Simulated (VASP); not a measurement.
Wanted: the native input for a VASP 6.6.1 run.

```yaml
Task: G0W0 quasiparticle levels
Functional: PBE
Potentials_or_basis: VASP PAW PBE potentials, release 64 (Sn_d_GW, S_GW)
Cutoff: 500 eV
k_mesh: 6 × 6 × 2
Occupations: gaussian, width 0.01 eV
Spin: no spin polarisation
Dipole_correction: no
GW_scheme: G0W0
GW_iterations: 1
Cutoff_of_the_response_function: 150
Frequency_points: 96
Empty_bands: 263
Further_INCAR_settings: ALGO = EVGW0; EDIFF = 1e-08; NBANDS = 276
```

Crystal: SnS2.

```
Sn S
1.0
     3.55093    0.00000    0.00000
    -1.77547    3.07520    0.00000
     0.00000    0.00000    5.78293
Sn S
1 2
Direct
  0.00000 0.00000 0.00000
  0.33333 0.66667 0.25812
  0.66667 0.33333 0.74188
```

These files were run (other wordings do the same):

POSCAR

```
SnS2
1.0
    3.5509321623      0.0000000000      0.0000000000
   -1.7754660812      3.0751974597      0.0000000000
    0.0000000000      0.0000000000      5.7829274312
Sn S
1 2
Direct
    0.0000000000      0.0000000000      0.0000000000
    0.3333333333      0.6666666667      0.2581193578
    0.6666666667      0.3333333333      0.7418806422
```

INCAR.step1

```
PREC = Accurate ; ENCUT = 500
EDIFF = 1E-8 ; ISMEAR = 0
SIGMA = 0.01 ; LREAL = F
LASPH = T ; NELM = 100
ALGO = Normal ; LWAVE = T
LCHARG = F ; GGA = PE
```

INCAR.step2

```
PREC = Accurate ; ENCUT = 500
EDIFF = 1E-8 ; ISMEAR = 0
SIGMA = 0.01 ; LREAL = F
LASPH = T ; NELM = 1
ALGO = Exact ; LWAVE = T
LCHARG = F ; GGA = PE
NBANDS = 276 ; LOPTICS = T
ISTART = 1
```

INCAR.step3

```
PREC = Accurate ; ENCUT = 500
EDIFF = 1E-8 ; ISMEAR = 0
SIGMA = 0.01 ; LREAL = F
LASPH = T ; ALGO = EVGW0
LWAVE = F ; LCHARG = F
GGA = PE ; NELMGW = 1
NBANDS = 276 ; ENCUTGW = 150.0
NOMEGA = 96 ; PRECFOCK = Fast
ISTART = 1 ; NBANDSGW = 21
OMEGAMAX = 20
```

KPOINTS

```
Automatic mesh
0
Gamma
  6 6 2
```

Potentials or basis: VASP PAW PBE potentials, release 64 (Sn_d_GW, S_GW).

Launch:

```sh
$ cat potpaw_PBE.64/Sn_d_GW/POTCAR potpaw_PBE.64/S_GW/POTCAR > POTCAR
$ cp INCAR.step1 INCAR
$ mpirun -np 1 vasp_std > vasp.out
$ cp INCAR.step2 INCAR
$ mpirun -np 1 vasp_std > vasp.out
$ cp INCAR.step3 INCAR
$ mpirun -np 1 vasp_std > vasp.out
```

It gave:

* Quasiparticle gap: 2.34 eV
* Least direct quasiparticle gap: 2.93 eV
* Band gap of the starting levels on the mesh: 1.56 eV
* Least direct gap of the starting levels on the mesh: 2.14 eV

Caveat: the k points lie up to 0.54 Å⁻¹ apart; bands, screening cutoff and mesh are small and nothing is extrapolated, so the quasiparticle values aren't converged; spin-orbit coupling is left out, which moves the levels of the heavy elements.

It took 27 min on 1 thread of Intel(R) Xeon(R) Platinum 8559C (Emerald Rapids), with other jobs on the host, peak memory 1.1 GiB.
